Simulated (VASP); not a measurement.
# Sb (P2_1/m) in VASP: further runs, part 2 of 2

VASP 6.6.1. The steps go on from the part before.

### Step 3. Single point, PBEsol, non-collinear spin, zero start, spin-orbit coupling

INCAR

```
ALGO = Normal
EDIFF = 1E-6
ENCUT = 520
GGA = PS
GGA_COMPAT = False
ISIF = 2
ISMEAR = 0
LASPH = True
LCHARG = False
LNONCOLLINEAR = True
LORBIT = 11
LORBMOM = True
LREAL = False
LSORBIT = True
LWAVE = False
MAGMOM = 0 0 0 0 0 0 0 0 0 0 0 0
NBANDS = 34
NELM = 150
PREC = Accurate
SIGMA = 0.05
```

KPOINTS

```
k-points
0
Gamma
  5 5 4
```

POSCAR

```
Sb
1.0
    4.5277000000      0.0000000000      0.0000000000
    0.0000000000      4.4211000000      0.0000000000
   -1.3205190000      0.0000000000      6.3643480000
Sb
4
Direct
    0.3399300000      0.2500000000      0.6836700000
    0.9366380000      0.7500000000      0.7627580000
    0.0633620000      0.2500000000      0.2372420000
    0.6600700000      0.7500000000      0.3163300000
```

Potentials or basis: VASP PAW PBE potentials, release 64 (Sb).

Command:

```bash
$ cat potpaw_PBE.64/Sb/POTCAR > POTCAR
$ mpirun -np 1 vasp_ncl > vasp.out
```

OUTCAR:

```text
EDIFF = 1E-6
   ENCUT = 520
   GGA = PS
   ISIF = 2
   ISMEAR = 0
   LASPH = True
   LNONCOLLINEAR = True
   LORBIT = 11
   LREAL = False
   LSORBIT = True
   NELM = 150
   PREC = Accurate

 ion  position               nearest neighbor table
   1  0.340  0.250  0.684-   3 2.92   2 2.98   2 2.98   2 3.45   2 3.45   4 3.75   4 3.75
   2  0.937  0.750  0.763-   4 2.92   1 2.98   1 2.98   1 3.45   1 3.45   3 3.74   3 3.74
   3  0.063  0.250  0.237-   1 2.92   4 2.98   4 2.98   4 3.45   4 3.45   2 3.74   2 3.74
   4  0.660  0.750  0.316-   2 2.92   3 2.98   3 2.98   3 3.45   3 3.45   1 3.75   1 3.75

  LATTYP: Found a simple monoclinic cell.
 ALAT       =     4.5277000000
 B/A-ratio  =     0.9764560373
 C/A-ratio  =     1.4355853266
 COS(beta)  =    -0.2031599047

  Lattice vectors:

 A1 = (   4.5277000000,   0.0000000000,   0.0000000000)
 A2 = (   0.0000000000,   4.4211000000,   0.0000000000)
 A3 = (  -1.3205190000,   0.0000000000,   6.3643480000)

Analysis of symmetry for initial positions (statically):
=====================================================================
 Subroutine PRICEL returns:
 Original cell was already a primitive cell.

 Routine SETGRP: Setting up the symmetry group for a
 simple monoclinic supercell.

 Subroutine GETGRP returns: Found  4 space group operations
 (whereof  2 operations were pure point group operations)
 out of a pool of  4 trial point group operations.

The static configuration has the point symmetry S_2 .
 The point group associated with its full space group is C_2h.

Analysis of symmetry for dynamics (positions and initial velocities):
=====================================================================
 Subroutine PRICEL returns:
 Original cell was already a primitive cell.

 Routine SETGRP: Setting up the symmetry group for a
 simple monoclinic supercell.

 Subroutine GETGRP returns: Found  4 space group operations
 (whereof  2 operations were pure point group operations)
 out of a pool of  4 trial point group operations.

[... 1072 lines left out ...]
 # of ion     p       d       tot
 ----------------------------------------
  1         0.000  -0.000   0.000
  2         0.000   0.000   0.000
  3         0.000   0.000   0.000
  4         0.000  -0.000   0.000
 ----------------------------------------
            0.000   0.000   0.000

 orbital moment (z)

 # of ion     p       d       tot
 ----------------------------------------
  1         0.000   0.000   0.000
  2         0.000   0.000   0.000
  3         0.000  -0.000  -0.000
  4         0.000   0.000   0.000
 ----------------------------------------
            0.000   0.000   0.000

 Spin-Orbit-Coupling matrix elements

 Ion:    1  E_soc:     -0.1410082
 l=   1
     0.0000000    -0.0217700    -0.0252987
    -0.0217700     0.0000000    -0.0231682
    -0.0252987    -0.0231682     0.0000000
 l=   2
     0.0000000    -0.0000276     0.0000000    -0.0000334    -0.0000315
    -0.0000276     0.0000000    -0.0000632    -0.0000250    -0.0000091
     0.0000000    -0.0000632     0.0000000    -0.0000671     0.0000000
    -0.0000334    -0.0000250    -0.0000671     0.0000000    -0.0000103
    -0.0000315    -0.0000091     0.0000000    -0.0000103     0.0000000
 l=   3
     0.0000000     0.0000000     0.0000000     0.0000000     0.0000000     0.0000000     0.0000000
     0.0000000     0.0000000     0.0000000     0.0000000     0.0000000     0.0000000     0.0000000
     0.0000000     0.0000000     0.0000000     0.0000000     0.0000000     0.0000000     0.0000000
     0.0000000     0.0000000     0.0000000     0.0000000     0.0000000     0.0000000     0.0000000
[... 49 lines left out ...]
 l=   2
     0.0000000    -0.0000276     0.0000000    -0.0000334    -0.0000315
    -0.0000276     0.0000000    -0.0000632    -0.0000250    -0.0000091
     0.0000000    -0.0000632     0.0000000    -0.0000671     0.0000000
    -0.0000334    -0.0000250    -0.0000671     0.0000000    -0.0000103
    -0.0000315    -0.0000091     0.0000000    -0.0000103     0.0000000
 l=   3
     0.0000000     0.0000000     0.0000000     0.0000000     0.0000000     0.0000000     0.0000000
     0.0000000     0.0000000     0.0000000     0.0000000     0.0000000     0.0000000     0.0000000
     0.0000000     0.0000000     0.0000000     0.0000000     0.0000000     0.0000000     0.0000000
     0.0000000     0.0000000     0.0000000     0.0000000     0.0000000     0.0000000     0.0000000
     0.0000000     0.0000000     0.0000000     0.0000000     0.0000000     0.0000000     0.0000000
     0.0000000     0.0000000     0.0000000     0.0000000     0.0000000     0.0000000     0.0000000
     0.0000000     0.0000000     0.0000000     0.0000000     0.0000000     0.0000000     0.0000000

 total charge

# of ion       s       p       d       tot
------------------------------------------
    1        1.216   1.133   0.029   2.377
    2        1.229   1.101   0.032   2.362
    3        1.229   1.101   0.032   2.362
    4        1.216   1.133   0.029   2.377
--------------------------------------------------
tot          4.889   4.467   0.122   9.479

 magnetization (x)

# of ion       s       p       d       tot
------------------------------------------
    1        0.000   0.000   0.000   0.000
    2        0.000   0.000   0.000   0.000
    3        0.000   0.000   0.000   0.000
    4        0.000   0.000   0.000   0.000
--------------------------------------------------
tot          0.000   0.000   0.000   0.000

 magnetization (y)

# of ion       s       p       d       tot
------------------------------------------
    1        0.000  -0.000  -0.000   0.000
    2       -0.000   0.000  -0.000  -0.000
    3       -0.000   0.000  -0.000  -0.000
    4        0.000  -0.000  -0.000   0.000
--------------------------------------------------
tot          0.000   0.000  -0.000   0.000

 magnetization (z)

# of ion       s       p       d       tot
------------------------------------------
    1        0.000   0.000   0.000   0.000
    2        0.000   0.000   0.000   0.000
    3        0.000   0.000   0.000   0.000
    4        0.000   0.000   0.000   0.000
--------------------------------------------------
tot          0.000   0.000   0.000   0.000
```

OSZICAR:

```text
N       E                     dE             d eps       ncg     rms          rms(c)
DAV:   1     0.890474603358E+02    0.89047E+02   -0.65092E+03  2244   0.926E+02
DAV:   2    -0.997483022676E+01   -0.99022E+02   -0.94752E+02  2672   0.155E+02
DAV:   3    -0.179436110700E+02   -0.79688E+01   -0.77608E+01  2850   0.469E+01
DAV:   4    -0.180805963835E+02   -0.13699E+00   -0.13638E+00  2568   0.654E+00
DAV:   5    -0.180825241964E+02   -0.19278E-02   -0.19276E-02  2864   0.960E-01    0.439E+00
DAV:   6    -0.180544609050E+02    0.28063E-01   -0.13632E-02  2472   0.589E-01    0.261E+00
DAV:   7    -0.180428538429E+02    0.11607E-01   -0.84506E-03  2512   0.481E-01    0.152E+00
DAV:   8    -0.180395164198E+02    0.33374E-02   -0.37724E-03  2474   0.337E-01    0.693E-02
DAV:   9    -0.180395339823E+02   -0.17562E-04   -0.33152E-04  2436   0.943E-02    0.364E-02
DAV:  10    -0.180395444554E+02   -0.10473E-04   -0.46156E-05  2478   0.379E-02    0.160E-02
DAV:  11    -0.180395452233E+02   -0.76794E-06   -0.39343E-06  2538   0.106E-02
   1 F= -.18039545E+02 E0= -.18039154E+02  d E =-.782008E-03  mag=    -0.0000    -0.0000     0.0000
```

stdout:

```text
POSCAR found type information on POSCAR Sb
 POSCAR found :  1 types and       4 ions
 scaLAPACK will be used
 -----------------------------------------------------------------------------
|                                                                             |
|                                                                             |
|     You enforced a specific xc type in the INCAR file but a different       |
|     I HOPE YOU KNOW WHAT YOU ARE DOING!                                     |
|                                                                             |
 -----------------------------------------------------------------------------

 LDA part: xc-table for (Slater+PW92), standard interpolation
 POSCAR, INCAR and KPOINTS ok, starting setup
 FFT: planning ... GRIDC
 FFT: planning ... GRID_SOFT
 FFT: planning ... GRID
 WAVECAR not read
 entering main loop
```

Run time: 1.9 min. Hardware: 1 thread of Intel Xeon 6975P-C (Granite Rapids), shared host; peak memory 0.58 GiB.

What came out:

- Free energy: -18.0395 eV
- Pressure: -2.3 GPa
- Largest force: 0.052 eV/Å
- Net moment: 0.00 μB per cell
- Valence electrons inside the program's atomic spheres: Sb 2.38, 2.36 (each value once)

Forces in eV/Å, atoms in the order of the input:
```
Sb   0.050  0.000 -0.005
Sb  -0.042  0.000 -0.031
Sb   0.042  0.000  0.031
Sb  -0.050  0.000  0.005
```

Stress tensor (GPa, compression positive):
```
-2.34  0.00  0.26
 0.00 -2.39  0.00
 0.26  0.00 -2.02
```

Moments on the atoms (μB; x, y, z):
```
Sb  0.00 0.00 0.00
Sb  0.00 0.00 0.00
Sb  0.00 0.00 0.00
Sb  0.00 0.00 0.00
```

Caveat: the PAW data sets were made with another functional, which shifts forces and pressure a little.
